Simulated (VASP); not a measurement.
Wanted: the native input for a VASP 6.6.1 run.

```yaml
Task: single point
Functional: r2SCAN
Potentials_or_basis: VASP PAW PBE potentials, release 64 (N, Ga_d, As)
Cutoff: 520 eV
k_mesh: 6 × 6 × 6
Occupations: fermi-dirac, width 0.02 eV
Spin: no spin polarisation
Dipole_correction: no
Further_INCAR_settings: ALGO = Normal; EDIFF = 1e-06; NBANDS = 46
```

Ga2AsN:

```
N Ga As
1.0
    -2.54930    2.54930    4.97719
     2.54930   -2.54930    4.97719
     2.54930    2.54930   -4.97719
N Ga As
2 4 2
Direct
  0.00000 0.00000 0.00000
  0.25000 0.75000 0.50000
  0.62500 0.69535 0.57035
  0.94535 0.37500 0.07035
  0.12500 0.05465 0.42965
  0.30465 0.87500 0.92965
  0.50000 0.50000 0.00000
  0.75000 0.25000 0.50000
```

One way to write it, as run:

POSCAR

```
Ga2AsN
1.0
   -2.5492978103      2.5492978103      4.9771902768
    2.5492978103     -2.5492978103      4.9771902768
    2.5492978103      2.5492978103     -4.9771902768
N Ga As
2 4 2
Direct
    0.0000000000      0.0000000000      0.0000000000
    0.2500000000      0.7500000000      0.5000000000
    0.6250000000      0.6953534341      0.5703534341
    0.9453534341      0.3750000000      0.0703534341
    0.1250000000      0.0546465659      0.4296465659
    0.3046465659      0.8750000000     -0.0703534341
    0.5000000000      0.5000000000      0.0000000000
    0.7500000000      0.2500000000      0.5000000000
```

INCAR.step1

```
SYSTEM = Ga2AsN
PREC     = Accurate       ! precision mode
ENCUT    = 520            ! plane-wave cutoff, eV
ISMEAR   = -1             ! smearing method
SIGMA    = 0.02           ! smearing width, eV
LREAL    = .False.        ! projectors in reciprocal space
LASPH    = .True.         ! aspherical terms in the spheres
NELM     = 80             ! most SCF steps
NBANDS   = 46             ! bands
GGA      = PE             ! functional
ALGO     = Normal         ! electronic algorithm
EDIFF    = 1E-4           ! SCF threshold, eV
LWAVE    = .True.         ! write WAVECAR
LCHARG   = .False.        ! write CHGCAR
```

INCAR.step2

```
SYSTEM = Ga2AsN
PREC     = Accurate       ! precision mode
ENCUT    = 520            ! plane-wave cutoff, eV
EDIFF    = 1E-6           ! SCF threshold, eV
ISMEAR   = -1             ! smearing method
SIGMA    = 0.02           ! smearing width, eV
LREAL    = .False.        ! projectors in reciprocal space
LASPH    = .True.         ! aspherical terms in the spheres
NELM     = 80             ! most SCF steps
ALGO     = Normal         ! electronic algorithm
ISIF     = 2              ! what is computed and relaxed
LWAVE    = .False.        ! write WAVECAR
LCHARG   = .False.        ! write CHGCAR
METAGGA  = R2SCAN         ! meta-GGA
LMIXTAU  = .True.       
NBANDS   = 46             ! bands
ISTART   = 1
```

KPOINTS

```
regular mesh
0
Gamma
  6 6 6
  0 0 0
```

Potentials or basis: VASP PAW PBE potentials, release 64 (N, Ga_d, As).

Launch:

```sh
$ cat potpaw_PBE.64/N/POTCAR potpaw_PBE.64/Ga_d/POTCAR potpaw_PBE.64/As/POTCAR > POTCAR
$ cp INCAR.step1 INCAR
$ mpirun -np 1 vasp_std > vasp.out
$ cp INCAR.step2 INCAR
$ mpirun -np 1 vasp_std > vasp.out
```

It gave:

```yaml
Pressure: 0.5 GPa
Largest_force: 0.046 eV/Å
Band_gap_on_the_k_mesh: 0.99 eV, direct
```

Caveat: the PAW data sets were made with another functional, which shifts forces and pressure a little.

Wall time 31 min on 1 thread of Oxide Virtual Turin-like Processor, on a shared host, peak memory 0.43 GiB.
